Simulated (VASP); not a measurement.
A run of VASP 6.6.1 is set up as follows.

File POSCAR:

```
BaF2
1.0
    0.0000000000      3.0341318110      3.0341318110
    3.0341318110      0.0000000000      3.0341318110
    3.0341318110      3.0341318110      0.0000000000
Ba F
1 2
Direct
    0.0000000000      0.0000000000      0.0000000000
    0.2500000000      0.2500000000      0.2500000000
    0.7500000000      0.7500000000      0.7500000000
```

File INCAR.step1:

```
PREC = Accurate
ENCUT = 660
ISMEAR = 0
SIGMA = 0.02
LREAL = F
LASPH = T
NELM = 120
NBANDS = 19
GGA = PE
ALGO = Normal
EDIFF = 1E-5
LWAVE = T
LCHARG = F
GGA_COMPAT = F
```

File INCAR.step2:

```
PREC = Accurate
ENCUT = 660
EDIFF = 1E-6
ISMEAR = 0
SIGMA = 0.02
LREAL = F
LASPH = T
NELM = 120
ALGO = Normal
ISIF = 2
LWAVE = F
LCHARG = F
METAGGA = R2SCAN
LMIXTAU = T
NBANDS = 19
ISTART = 1
GGA_COMPAT = F
```

KPOINTS

```
Automatic mesh
0
Gamma
  6 6 6
```

Potentials or basis: VASP PAW PBE potentials, release 64 (Ba_sv, F).

Run with:

```bash
$ cat potpaw_PBE.64/Ba_sv/POTCAR potpaw_PBE.64/F/POTCAR > POTCAR
$ cp INCAR.step1 INCAR
$ mpirun -np 1 vasp_std > vasp.out
$ cp INCAR.step2 INCAR
$ mpirun -np 1 vasp_std > vasp.out
```

Question: Estimate the pressure.

Answer: 5.6 GPa.

Question: Estimate the band gap on the k mesh.

Answer: 7.63 eV, indirect (least direct gap 7.72 eV).

Caveat: the PAW data sets were made with another functional, which shifts forces and pressure a little; spin-orbit coupling is left out, which moves the levels of the heavy elements. A k mesh can miss the band edges.
